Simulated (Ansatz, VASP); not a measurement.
CdSe in VASP and in Ansatz

INCAR

```
SYSTEM = CdSe
PREC     = Accurate       ! precision mode
ENCUT    = 520            ! plane-wave cutoff, eV
EDIFF    = 1E-6           ! SCF threshold, eV
ISMEAR   = 0              ! smearing method
SIGMA    = 0.01           ! smearing width, eV
LREAL    = .False.        ! projectors in reciprocal space
LASPH    = .True.         ! aspherical terms in the spheres
NELM     = 80             ! most SCF steps
ALGO     = Normal         ! electronic algorithm
ISIF     = 2              ! what is computed and relaxed
LWAVE    = .False.        ! write WAVECAR
LCHARG   = .False.        ! write CHGCAR
GGA      = PE             ! functional
NBANDS   = 26             ! bands
```

The input KPOINTS:

```
regular mesh
0
Gamma
  6 6 4
  0 0 0
```

POSCAR

```
CdSe
1.0
    4.2938977708      0.0000000000      0.0000000000
   -2.1469488854      3.7186245507      0.0000000000
    0.0000000000      0.0000000000      7.0075139984
Cd Se
2 2
Direct
    0.3333333333      0.6666666667      0.0045810698
    0.6666666667      0.3333333333      0.5045810698
    0.3333333333      0.6666666667      0.3804189302
    0.6666666667      0.3333333333      0.8804189302
```

Input for Ansatz:

```yaml
crystal:
  lattice:
    - [4.2938977708, 0.0, 0.0]
    - [-2.1469488854, 3.7186245507, 0.0]
    - [0.0, 0.0, 7.0075139984]
  atoms:
    - { symbol: Cd, position: [0.3333333333, 0.6666666667, 0.0045810698] }
    - { symbol: Cd, position: [0.6666666667, 0.3333333333, 0.5045810698] }
    - { symbol: Se, position: [0.3333333333, 0.6666666667, 0.3804189302] }
    - { symbol: Se, position: [0.6666666667, 0.3333333333, 0.8804189302] }
kpoints:
  mp_grid: { grid: [6, 6, 4] }
hamiltonian:
  xc: pbe
scf:
  occupations: { method: fixed }
  n_extra_bands: 5
output:
  forces: true
  stress: true
  eigenvalues: true
```

Alike in both runs: task single point; functional PBE; k mesh 6 × 6 × 4; no spin polarisation.

|  | VASP | Ansatz |
| --- | --- | --- |
| version | VASP 6.6.1 | Ansatz 0.2.0 |
| potentials or method | VASP PAW PBE potentials, release 64 (Cd, Se) | plane waves, PAW |
| plane-wave cutoff (eV) | 520 | 420 |
| occupations | gaussian, width 0.01 eV | fixed |
| valence electrons in the cell | 36 | 72 |

|  | VASP | Ansatz | Ansatz less VASP |
| --- | --- | --- | --- |
| gap on the k mesh at the Fermi level (eV) | 0.68 | 0.68 | 0.000 |
| pressure (GPa) | 3.5 | 3.2 | -0.32 |
| rms of the force components (eV/Å) | 0.006 | 0.005 | -0.0008 |

Atom by atom the forces differ by 0.001 eV/Å (rms over components). VASP's potentials hold 36 valence electrons a cell and Ansatz's 72, so a difference there can come from the potentials and not from the codes.
